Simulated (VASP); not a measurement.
# MgO in VASP: further runs, part 2 of 2

VASP 6.6.1. Earlier steps stand in the parts before.

## Step 4: Single point, PBE (mode 4 frozen in at -0.129 Å and mode 5 at -0.086 Å (largest displacements))

Input file INCAR:

```
PREC = Accurate ; ENCUT = 520
EDIFF = 1E-6 ; ISMEAR = 0
SIGMA = 0.05 ; LREAL = F
LASPH = T ; NELM = 100
ALGO = Normal ; ISIF = 2
LWAVE = F ; LCHARG = F
GGA = PE ; NBANDS = 11
```

Input file KPOINTS:

```
Automatic mesh
0
Gamma
  10 10 10
```

Input file POSCAR:

```
MgO
1.0
    0.0000000000      2.1272186771      2.1272186771
    2.1272186771      0.0000000000      2.1272186771
    2.1272186771      2.1272186771      0.0000000000
Mg O
1 1
Direct
   -0.0066530921      0.0066530921      0.0332654605
    0.5101070944      0.4898929056      0.4494645280
```

Potentials or basis: VASP PAW PBE potentials, release 64 (Mg, O).

Run with:

```console
cat potpaw_PBE.64/Mg/POTCAR potpaw_PBE.64/O/POTCAR > POTCAR
mpirun -np 1 vasp_std > vasp.out
```

OUTCAR:

```text
PREC = Accurate
   ENCUT = 520
   EDIFF = 1E-6
   ISMEAR = 0
   LREAL = F
   LASPH = T
   NELM = 100
   ISIF = 2
   GGA = PE

 ion  position               nearest neighbor table
   1  0.993  0.007  0.033-   2 1.92   2 2.00   2 2.14   2 2.14   2 2.28   2 2.35
   2  0.510  0.490  0.449-   1 1.92   1 2.00   1 2.14   1 2.14   1 2.28   1 2.35

  LATTYP: Found a face centered cubic cell.
 ALAT       =     4.2544373542

  Lattice vectors:

 A1 = (   0.0000000000,   2.1272186771,   2.1272186771)
 A2 = (   2.1272186771,   0.0000000000,   2.1272186771)
 A3 = (   2.1272186771,   2.1272186771,   0.0000000000)

Analysis of symmetry for initial positions (statically):
=====================================================================
 Subroutine PRICEL returns:
 Original cell was already a primitive cell.

 Routine SETGRP: Setting up the symmetry group for a
 face centered cubic supercell.

 Subroutine GETGRP returns: Found  2 space group operations
 (whereof  2 operations were pure point group operations)
 out of a pool of 48 trial point group operations.

The static configuration has the point symmetry C_1h.

Analysis of symmetry for dynamics (positions and initial velocities):
=====================================================================
 Subroutine PRICEL returns:
 Original cell was already a primitive cell.

 Routine SETGRP: Setting up the symmetry group for a
 face centered cubic supercell.

 Subroutine GETGRP returns: Found  2 space group operations
 (whereof  2 operations were pure point group operations)
 out of a pool of 48 trial point group operations.

The dynamic configuration has the point symmetry C_1h.

 Subroutine INISYM returns: Found  2 space group operations
 (whereof  2 operations are pure point group operations),
 and found     1 'primitive' translations

----------------------------------------------------------------------------------------

                                     Primitive cell
[... 118 lines left out ...]
   AEXX    =    0.0000 exact exchange contribution
   IVDW    =     0    specifies the selected vdW correction
   LEPSILON=     F    determine dielectric tensor
   LRPA    =     F    only Hartree local field effects (RPA)
 non-spin polarized calculation
 Gauss-broadening in eV      SIGMA  =   0.05
  energy-cutoff  :      520.00
  volume of cell :       19.25
 maximum number of plane-waves:       534
 NGX is ok and might be reduce to    24
   NGX = 11   NGY = 11   NGZ = 11

 number of electron       7.9999999 magnetization

 Free energy of the ion-electron system (eV)
  ---------------------------------------------------
  ext. energy  EPLUGINS =         0.00000000
  ---------------------------------------------------
  free energy    TOTEN  =       -11.74073366 eV

  energy without entropy =      -11.74073366  energy(sigma->0) =      -11.74073366

 E-fermi :   3.2361     XC(G=0): -10.9129

 val. band max:        2.9159177269   @ k =   0.0000   0.0000   0.0000
 cond. band min:       7.3345367929   @ k =   0.0000   0.0000   0.0000
 fundamental gap:      4.4186190660
 Fermi energy:         3.2360683938

 k-point     1 :       0.0000    0.0000    0.0000
  band No.  band energies     occupation
      1     -14.1792      2.00000
      2       2.8162      2.00000
      3       2.9115      2.00000
      4       2.9159      2.00000
      5       7.3345      0.00000
      6      18.5881      0.00000
      7      18.8429      0.00000
      8      18.9454      0.00000
      9      22.2796      0.00000
     10      24.2393      0.00000
     11      24.3157      0.00000
[... 309 lines left out ...]
 k-point    24 :       0.1000    0.1000   -0.2000
  band No.  band energies     occupation
      1     -13.5056      2.00000
      2       0.0983      2.00000
      3       2.3315      2.00000
      4       2.4358      2.00000
      5      10.3111      0.00000
      6      14.9392      0.00000
      7      18.6392      0.00000
      8      19.3954      0.00000
      9      21.9345      0.00000
     10      24.6501      0.00000
     11      25.6840      0.00000

 [... further k-points ...]

------------------------ aborting loop because EDIFF is reached ----------------------------------------

  FORCE on cell =-STRESS in cart. coord.  units (eV):
  Direction    XX          YY          ZZ          XY          YZ          ZX
  --------------------------------------------------------------------------------------
  -------------------------------------------------------------------------------------
  Total        1.5720859      0.5167265     -0.2420421     -0.2208614      0.0000000      0.0000000
  in kB      130.8339496     43.0036096    -20.1435035    -18.3807796      0.0000000      0.0000000
  external PRESSURE =      51.2313519 kB  Pullay stress =       0.0000000 kB

 VOLUME and BASIS-vectors are now :
 -----------------------------------------------------------------------------
  energy-cutoff  :      520.00
  volume of cell :       19.25
      direct lattice vectors                 reciprocal lattice vectors
     0.000000000  2.127218677  2.127218677    -0.235048707  0.235048707  0.235048707
     2.127218677  0.000000000  2.127218677     0.235048707 -0.235048707  0.235048707
     2.127218677  2.127218677  0.000000000     0.235048707  0.235048707 -0.235048707

 POSITION                                       TOTAL-FORCE (eV/Angst)
 -----------------------------------------------------------------------------------
      0.08492      2.18383      2.12722        -1.289762     -0.644537      0.000000
      1.99822      2.04122      2.12722         1.289762      0.644537      0.000000
 -----------------------------------------------------------------------------------
    total drift:                                0.000235      0.000165      0.000000

  FREE ENERGIE OF THE ION-ELECTRON SYSTEM (eV)
  ---------------------------------------------------
  free  energy   TOTEN  =       -11.7407336578 eV

  energy  without entropy=      -11.7407336578  energy(sigma->0) =      -11.74073366
```

OSZICAR:

```text
N       E                     dE             d eps       ncg     rms          rms(c)
DAV:   1     0.140140140217E+02    0.14014E+02   -0.45746E+03  7068   0.644E+02
DAV:   2    -0.128260807826E+02   -0.26840E+02   -0.26143E+02  7161   0.136E+02
DAV:   3    -0.134027871526E+02   -0.57671E+00   -0.57626E+00  7520   0.175E+01
DAV:   4    -0.134042078285E+02   -0.14207E-02   -0.14206E-02  6858   0.996E-01
DAV:   5    -0.134042126561E+02   -0.48276E-05   -0.48276E-05  7407   0.564E-02    0.743E+00
DAV:   6    -0.117624313454E+02    0.16418E+01   -0.95357E+00  6678   0.168E+01    0.230E+00
DAV:   7    -0.117476379977E+02    0.14793E-01   -0.64039E-02  6975   0.220E+00    0.137E+00
DAV:   8    -0.117412593804E+02    0.63786E-02   -0.32177E-02  6567   0.199E+00    0.259E-01
DAV:   9    -0.117406597644E+02    0.59962E-03   -0.18263E-03  7248   0.306E-01    0.938E-02
DAV:  10    -0.117407301761E+02   -0.70412E-04   -0.22513E-04  6933   0.121E-01    0.136E-02
DAV:  11    -0.117407330346E+02   -0.28584E-05   -0.10096E-05  7359   0.270E-02    0.123E-02
DAV:  12    -0.117407336578E+02   -0.62325E-06   -0.62132E-06  6711   0.187E-02
   1 F= -.11740734E+02 E0= -.11740734E+02  d E =-.584219E-22
```

Run time: 72 s. Hardware: 1 thread of Intel Xeon 6975P-C, shared host; peak memory 0.19 GiB.

What came out:

```
Free energy            : -11.7407 eV
Pressure               : 5.1 GPa
Largest force          : 1.442 eV/Å
Band gap on the k mesh : 4.42 eV, direct
```

Forces in eV/Å, atoms in the order of the input:
```
Mg  -1.290 -0.645  0.000
O    1.290  0.645  0.000
```

Caveat: the cell differs from its parent crystal (mode 4 frozen in at -0.129 Å and mode 5 at -0.086 Å (largest displacements)); forces of over 1 eV/Å act on the atoms, so gaps and moduli don't describe the material at rest.
